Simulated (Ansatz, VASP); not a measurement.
# ZnSe in VASP and in Ansatz

```
CELL_PARAMETERS angstrom
0.00000 2.77436 2.83242
2.77436 0.00000 2.83242
2.77436 2.77436 0.00000
ATOMIC_POSITIONS crystal
Zn 0.00000 0.00000 0.00000
Se 0.25000 0.25000 0.25000
```

Change from the starting cell: biaxial_xy strain -2.0%.

Alike in both runs: task single point; functional HSE06; k mesh 6 × 6 × 6; no spin polarisation.

|  | VASP | Ansatz |
| --- | --- | --- |
| version | VASP 6.6.1 | Ansatz 0.2.0 |
| potentials or method | VASP PAW PBE potentials, release 64 (Zn, Se) | plane waves, PAW |
| plane-wave cutoff (eV) | 520 | 420 |
| occupations | gaussian, width 0.01 eV | fixed |
| valence electrons in the cell | 18 | 28 |

```csv
,VASP,Ansatz,Ansatz less VASP
gap on the k mesh at the Fermi level (eV),2.57,2.58,+0.009
pressure (GPa),4.3,4.3,-0.03
"traceless stress, the component that is largest in VASP (GPa)",-0.51,-0.51,-0.001
```

VASP's potentials hold 18 valence electrons a cell and Ansatz's 28, so a difference there can come from the potentials and not from the codes. Ansatz's warnings: stress exchange threshold loose, stress scf threshold loose.
